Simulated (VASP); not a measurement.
A run of VASP 6.6.1:

The input INCAR:

```
  PREC = Accurate
  ENCUT = 520
  EDIFF = 1E-8
  ISMEAR = -1
  SIGMA = 0.01
  LREAL = False
  LASPH = True
  NELM = 100
  ALGO = Normal
  ISIF = 2
  LWAVE = False
  LCHARG = False
  GGA = PS
  LEFG = True
  NBANDS = 16
```

The input KPOINTS:

```
regular mesh
0
Gamma
  8 8 8
```

POSCAR

```
ZnS
1.0
    0.0000000000      2.7046500000      2.7857895000
    2.7046500000      0.0000000000      2.7857895000
    2.7046500000      2.7046500000      0.0000000000
Zn S
1 1
Direct
    0.0000000000      0.0000000000      0.0000000000
    0.7500000000      0.7500000000      0.7500000000
```

Potentials or basis: VASP PAW PBE potentials, release 64 (Zn, S).

Command:

```sh
$ cat potpaw_PBE.64/Zn/POTCAR potpaw_PBE.64/S/POTCAR > POTCAR
$ mpirun -np 1 vasp_std > vasp.out
```

Hardware: 1 thread of Intel(R) Xeon(R) 6975P-C (Granite Rapids), with other jobs on the host.

Task: Estimate the wall time of this run.

Result: It took 35 s on 1 thread of Intel(R) Xeon(R) 6975P-C (Granite Rapids), with other jobs on the host, peak memory 0.18 GiB. Counts: scf iterations 15, k points 59.
